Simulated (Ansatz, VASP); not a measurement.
# CdSe in VASP and in Ansatz

```xyz
2
Lattice="0.0000 3.1592 3.1592 3.1592 0.0000 3.1592 3.1592 3.1592 0.0000" Properties=species:S:1:pos:R:3 pbc="T T T"
Cd    0.0000    0.0000    0.0000
Se    4.7388    4.7388    4.7388
```

Alike in both runs: task single point; functional PBE; k mesh 10 × 10 × 10; occupations gaussian, width 0.02 eV; no spin polarisation.

|  | VASP | Ansatz |
| --- | --- | --- |
| version | VASP 6.6.1 | Ansatz 0.2.0 |
| potentials or method | VASP PAW PBE potentials, release 64 (Cd, Se), cutoff 520 eV | scalar-relativistic, plane waves, PAW |
| valence electrons in the cell | 18 | 36 |

Ansatz gave:

* gap on the k mesh at the Fermi level (eV): 0.37
* least direct gap on the mesh (eV): 0.37
* pressure (GPa): -2.3

What did VASP give for the same quantities?

gap on the k mesh at the Fermi level (eV): 0.37; least direct gap on the mesh (eV): 0.37; pressure (GPa): -2.1.

With one functional, cell and mesh, what is left measures potentials, basis and numerics. VASP's potentials hold 18 valence electrons a cell and Ansatz's 36, so a difference there can come from the potentials and not from the codes.
